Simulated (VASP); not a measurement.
# Ca (I4/mmm) in VASP: single point with PBEsol

Aim: the single point of Ca with PBEsol.

Program: VASP 6.6.1. These are calculated values, not measurements. Logs are shortened: lines on timing, memory, paths and dates and some standing lists are left out, and cuts for length are marked.

### 1 The cell of the first run

Symmetry: I4/mmm, No. 139, tetragonal system. The conventional cell has a = 4.400 Å, b = 4.400 Å, c = 4.513 Å, α = 90.00°, β = 90.00°, γ = 90.00°. Within 5.0 Å of Ca (site symmetry 4/mmm) lie 14 Ca at 3.84 to 4.51 Å.

### 2 Single point, PBEsol (strained)

File INCAR:

```
ALGO = Fast
EDIFF = 1E-6
ENCUT = 520
GGA = PS
ISIF = 2
ISMEAR = 0
LASPH = True
LCHARG = True
LELF = True
LREAL = False
LVHAR = True
LWAVE = False
NBANDS = 11
NELM = 100
PREC = Accurate
SIGMA = 0.1
```

File KPOINTS:

```
k-points
0
Gamma
  14 14 14
```

File POSCAR:

```
Ca
1.0
   -2.1999344639      2.1999344639      2.2567495399
    2.1999344639     -2.1999344639      2.2567495399
    2.1999344639      2.1999344639     -2.2567495399
Ca
1
Direct
    0.5000000000      0.5000000000      0.0000000000
```

Potentials or basis: VASP PAW PBE potentials, release 64 (Ca_sv).

The run is started by

```bash
> cat potpaw_PBE.64/Ca_sv/POTCAR > POTCAR
> mpirun -np 1 vasp_std > vasp.out
```

OUTCAR:

```text
EDIFF = 1E-6
   ENCUT = 520
   GGA = PS
   ISIF = 2
   ISMEAR = 0
   LASPH = True
   LREAL = False
   NELM = 100
   PREC = Accurate

 ion  position               nearest neighbor table
   1  0.500  0.500  0.000-

  LATTYP: Found a body centered tetragonal cell.
 ALAT       =     4.3998689278
 C/A-ratio  =     1.0258258039

  Lattice vectors:

 A1 = (  -2.1999344639,   2.1999344639,   2.2567495399)
 A2 = (   2.1999344639,  -2.1999344639,   2.2567495399)
 A3 = (   2.1999344639,   2.1999344639,  -2.2567495399)

Analysis of symmetry for initial positions (statically):
=====================================================================
 Subroutine PRICEL returns:
 Original cell was already a primitive cell.

 Routine SETGRP: Setting up the symmetry group for a
 body centered tetragonal supercell.

 Subroutine GETGRP returns: Found 16 space group operations
 (whereof 16 operations were pure point group operations)
 out of a pool of 16 trial point group operations.

The static configuration has the point symmetry D_4h.

Analysis of symmetry for dynamics (positions and initial velocities):
=====================================================================
 Subroutine PRICEL returns:
 Original cell was already a primitive cell.

 Routine SETGRP: Setting up the symmetry group for a
 body centered tetragonal supercell.

 Subroutine GETGRP returns: Found 16 space group operations
 (whereof 16 operations were pure point group operations)
 out of a pool of 16 trial point group operations.

The dynamic configuration has the point symmetry D_4h.

 Subroutine INISYM returns: Found 16 space group operations
 (whereof 16 operations are pure point group operations),
 and found     1 'primitive' translations

----------------------------------------------------------------------------------------

                                     Primitive cell

  volume of cell :      43.6881

  direct lattice vectors                    reciprocal lattice vectors
    -2.199934464  2.199934464  2.256749540     0.000000000  0.227279498  0.221557595
     2.199934464 -2.199934464  2.256749540     0.227279498  0.000000000  0.221557595
     2.199934464  2.199934464 -2.256749540     0.227279498  0.227279498  0.000000000

  length of vectors
     3.843480425  3.843480425  3.843480425     0.317401540  0.317401540  0.321421748

  position of ions in fractional coordinates (direct lattice)
     0.500000000  0.500000000  0.000000000

  ion indices of the primitive-cell ions
   primitive index   ion index
                 1           1

----------------------------------------------------------------------------------------

 KPOINTS: k-points

Automatic generation of k-mesh.
 Grid dimensions read from file:
 generate k-points for:   14   14   14

 Generating k-lattice:

  Cartesian coordinates                     Fractional coordinates (reciprocal lattice)
     0.000000000  0.016234250  0.015825542     0.071428571 -0.000000000  0.000000000
     0.016234250  0.000000000  0.015825542    -0.000000000  0.071428571  0.000000000
     0.016234250  0.016234250  0.000000000     0.000000000  0.000000000  0.071428571

  Length of vectors
     0.022671539  0.022671539  0.022958696

  Shift w.r.t. Gamma in fractional coordinates (k-lattice)
     0.000000000  0.000000000  0.000000000

 Subroutine IBZKPT returns following result:
 ===========================================

 Found    244 irreducible k-points:

 Following reciprocal coordinates:
            Coordinates               Weight
  0.000000  0.000000  0.000000      1.000000
  0.071429 -0.000000  0.000000      8.000000
  0.142857 -0.000000  0.000000      8.000000
  0.214286 -0.000000  0.000000      8.000000
  0.285714 -0.000000  0.000000      8.000000
  0.357143 -0.000000  0.000000      8.000000
[... 16 lines left out ...]
  0.214286  0.142857  0.000000     16.000000
  0.285714  0.142857  0.000000     16.000000
 [... further k-points ...]
   k-points           NKPTS =    244   k-points in BZ     NKDIM =    244   number of bands    NBANDS=     11
   number of dos      NEDOS =    301   number of ions     NIONS =      1
   total plane-waves  NPLWV =  27000
   dimension x,y,z NGX =    30 NGY =   30 NGZ =   30
   dimension x,y,z NGXF=    60 NGYF=   60 NGZF=   60
   ions per type =               1
   NGX,Y,Z   is equivalent  to a cutoff of  12.98, 12.98, 12.98 a.u.
   NGXF,Y,Z  is equivalent  to a cutoff of  25.95, 25.95, 25.95 a.u.
 SYSTEM =  unknown system
   PREC   = accura    normal or accurate (medium, high low for compatibility)
   ISTART =      0    job   : 0-new  1-cont  2-samecut
   ICHARG =      2    charge: 1-file 2-atom 10-const
   ISPIN  =      1    spin polarized calculation?
   LNONCOLLINEAR =      F non collinear calculations
   LSORBIT =      F    spin-orbit coupling
   LASPH  =      T    aspherical Exc in radial PAW
   ENCUT  =  520.0 eV  38.22 Ry    6.18 a.u.   7.15  7.15  7.15*2*pi/ulx,y,z
   NELM   =    100;   NELMIN=  2; NELMDL= -5     # of ELM steps
   EDIFF  = 0.1E-05   stopping-criterion for ELM
   LREAL  =      F    real-space projection
   EDIFFG = 0.1E-04   stopping-criterion for IOM
   NSW    =      0    number of steps for IOM
   IBRION =     -1    ionic relax: 0-MD 1-quasi-New 2-CG
   NFREE  =      0    steps in history (QN), initial steepest desc. (CG)
   ISIF   =      2    stress and relaxation
   ISYM   =      2    0-nonsym 1-usesym 2-fastsym
   POTIM  = 0.5000    time-step for ionic-motion
   TEBEG  =    0.0;   TEEND  =   0.0 temperature during run
   PSTRESS=    0.0 pullay stress
   NELECT =      10.0000    total number of electrons
   NUPDOWN=      -1.0000    fix difference up-down
   EMIN   =  10.00;   EMAX   =-10.00  energy-range for DOS
   EFERMI =   0.00;   METHOD = LEGACY
   ISMEAR =     0;   SIGMA  =   0.10  broadening in eV -4-tet -1-fermi 0-gaus
   EFERMI_NEDOS =   21; number of points for ismear=-14 and -15
   IALGO  =     68    algorithm
   IMIX   =      4    mixing-type and parameters
     AMIX     =   0.40;   BMIX     =  1.00
     AMIX_MAG =   1.60;   BMIX_MAG =  1.00
  volume/ion in A,a.u.               =      43.69       294.82
  Fermi-wavevector in a.u.,A,eV,Ry     =   1.001430  1.892428 13.644764  1.002862
  Thomas-Fermi vector in A             =   2.133851
   LORBIT       =      0    0 simple, 1 ext, 2 COOP (PROOUT), +10 PAW based schemes
   GGA     = PS    functional components
   LHFCALC =     F    Hartree Fock is set to
   AEXX    =    0.0000 exact exchange contribution
   IVDW    =     0    specifies the selected vdW correction
   LEPSILON=     F    determine dielectric tensor
   LRPA    =     F    only Hartree local field effects (RPA)
 non-spin polarized calculation
 RMM-DIIS sequential band-by-band and
 Gauss-broadening in eV      SIGMA  =   0.10
  energy-cutoff  :      520.00
  volume of cell :       43.69
 maximum number of plane-waves:      1200
 NGX is ok and might be reduce to    30
   NGX = 15   NGY = 15   NGZ = 15

 number of electron      10.0000002 magnetization

 Free energy of the ion-electron system (eV)
  ---------------------------------------------------
  ext. energy  EPLUGINS =         0.00000000
  ---------------------------------------------------
  free energy    TOTEN  =        -2.10953132 eV

  energy without entropy =       -2.10109044  energy(sigma->0) =       -2.10531088

 E-fermi :   1.8123     XC(G=0):  -7.7010

 val. band max:        1.8078393243   @ k =   0.5000   0.5000   0.1429
 cond. band min:       1.8175715543   @ k =   0.5000   0.5000   0.2143
 fundamental gap:      0.0097322300
 Fermi energy:         1.8123443609

 k-point     1 :       0.0000    0.0000    0.0000
  band No.  band energies     occupation
      1     -40.1673      2.00000
      2     -21.1627      2.00000
      3     -21.1627      2.00000
      4     -21.1586      2.00000
      5      -2.2095      2.00000
      6       4.0010      0.00000
      7       4.0010      0.00000
      8       4.1099      0.00000
      9       4.9941      0.00000
     10       5.1317      0.00000
     11      11.6835      0.00000

 k-point     2 :       0.0714   -0.0000    0.0000
  band No.  band energies     occupation
      1     -40.1667      2.00000
      2     -21.1676      2.00000
      3     -21.1648      2.00000
      4     -21.1599      2.00000
      5      -2.1203      2.00000
      6       3.9689      0.00000
      7       3.9831      0.00000
      8       4.1411      0.00000
      9       4.9418      0.00000
     10       5.1172      0.00000
     11      11.6410      0.00000

 k-point     3 :       0.1429   -0.0000    0.0000
  band No.  band energies     occupation
      1     -40.1649      2.00000
      2     -21.1849      2.00000
      3     -21.1706      2.00000
      4     -21.1602      2.00000
      5      -1.8569      2.00000
      6       3.8245      0.00000
      7       3.8547      0.00000
      8       4.3228      0.00000
      9       4.8423      0.00000
     10       5.1082      0.00000
     11      11.0486      0.00000

 k-point     4 :       0.2143   -0.0000    0.0000
  band No.  band energies     occupation
      1     -40.1623      2.00000
      2     -21.2103      2.00000
      3     -21.1789      2.00000
      4     -21.1601      2.00000
      5      -1.4328      2.00000
      6       3.5090      0.00000
      7       3.6653      0.00000
      8       4.6338      0.00000
      9       4.8217      0.00000
     10       5.1226      0.00000
     11       9.9275      0.00000
[... 239 lines left out ...]
 k-point    22 :       0.1429    0.1429    0.0000
  band No.  band energies     occupation
      1     -40.1610      2.00000
      2     -21.2208      2.00000
      3     -21.1803      2.00000
      4     -21.1654      2.00000
      5      -1.1933      2.00000
      6       3.3756      0.00000
      7       3.5500      0.00000
      8       4.7254      0.00000
      9       4.8281      0.00000
     10       5.2036      0.00000
     11       9.7974      0.00000

 k-point    23 :       0.2143    0.1429    0.0000
  band No.  band energies     occupation
      1     -40.1585      2.00000
      2     -21.2423      2.00000
      3     -21.1907      2.00000
      4     -21.1668      2.00000
      5      -0.6464      2.00000
      6       3.0159      0.00000
      7       3.3486      0.00000
      8       4.7819      0.00000
      9       5.1739      0.00000
     10       5.2718      0.00000
     11       8.6738      0.00000

 k-point    24 :       0.2857    0.1429    0.0000
  band No.  band energies     occupation
      1     -40.1561      2.00000
      2     -21.2610      2.00000
      3     -21.2015      2.00000
      4     -21.1674      2.00000
      5      -0.0006      2.00000
      6       2.5990      0.00000
      7       3.1798      0.00000
      8       4.8685      0.00000
      9       5.2190      0.00000
     10       5.6617      0.00000
     11       7.6698      0.00000

 [... further k-points ...]

------------------------ aborting loop because EDIFF is reached ----------------------------------------

  FORCE on cell =-STRESS in cart. coord.  units (eV):
  Direction    XX          YY          ZZ          XY          YZ          ZX
  --------------------------------------------------------------------------------------
  -------------------------------------------------------------------------------------
  Total       -0.3270254     -0.3270254     -0.3023992      0.0000000     -0.0000000      0.0000000
  in kB      -11.9930383    -11.9930383    -11.0899200      0.0000000     -0.0000000      0.0000000
  external PRESSURE =     -11.6919989 kB  Pullay stress =       0.0000000 kB

 VOLUME and BASIS-vectors are now :
 -----------------------------------------------------------------------------
  energy-cutoff  :      520.00
  volume of cell :       43.69
      direct lattice vectors                 reciprocal lattice vectors
    -2.199934464  2.199934464  2.256749540     0.000000000  0.227279498  0.221557595
     2.199934464 -2.199934464  2.256749540     0.227279498  0.000000000  0.221557595
     2.199934464  2.199934464 -2.256749540     0.227279498  0.227279498  0.000000000

 POSITION                                       TOTAL-FORCE (eV/Angst)
 -----------------------------------------------------------------------------------
      0.00000      0.00000      2.25675        -0.000000      0.000000      0.000000
 -----------------------------------------------------------------------------------
    total drift:                                0.000000     -0.000000      0.000000

  FREE ENERGIE OF THE ION-ELECTRON SYSTEM (eV)
  ---------------------------------------------------
  free  energy   TOTEN  =        -2.1095313182 eV

  energy  without entropy=       -2.1010904450  energy(sigma->0) =       -2.10531088
```

It took 57 s on 1 thread of Intel Xeon 6975P-C (Granite Rapids), shared host; peak memory 0.25 GiB.

Results:

```yaml
Free_energy: -2.1095 eV
Pressure: -1.2 GPa
Band_gap_on_the_k_mesh: zero (bands 5 and 6 overlap by 0.30 eV)
```

Caveat: the cell differs from its parent crystal (strained); the PAW data sets were made with another functional, which shifts forces and pressure a little.
